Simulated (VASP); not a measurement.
# Ba: single point with LDA

Crystal: Ba.

```
CELL_PARAMETERS angstrom
0.00000 3.18897 3.18897
3.18897 0.00000 3.18897
3.18897 3.18897 0.00000
ATOMIC_POSITIONS crystal
Ba 0.00000 0.00000 0.00000
```

* Program: VASP 6.6.1
* Task: single point
* Functional: LDA
* Potentials or basis: VASP PAW LDA potentials, release 64 (Ba_sv)
* Cutoff: 520 eV
* k mesh: 7 × 7 × 7
* Occupations: methfessel-paxton, width 0.05 eV
* Spin: no spin polarisation
* Dipole correction: no
* Further INCAR settings: ALGO = Fast; EDIFF = 1e-06; NBANDS = 11

```yaml
Pressure: -1.3 GPa
Band_gap_on_the_k_mesh: zero (band 5 reaches 1.35 eV, above the bottom of band 6 at 1.25 eV)
```

Levels at points of the mesh, in eV from the Fermi level:
```
           k point  band 2  band 3  band 4  band 5  band 6  band 7  band 8  band 9
(0.00, 0.00, 0.00)  -13.84  -13.84  -13.84   -2.75    1.71    1.71    1.71    3.22
```

Wall time 6.5 s on 1 thread of Intel(R) Xeon(R) 6975P-C (Granite Rapids), on a shared host, peak memory 0.16 GiB.

Caveat: spin-orbit coupling is left out, which moves the levels of the heavy elements.
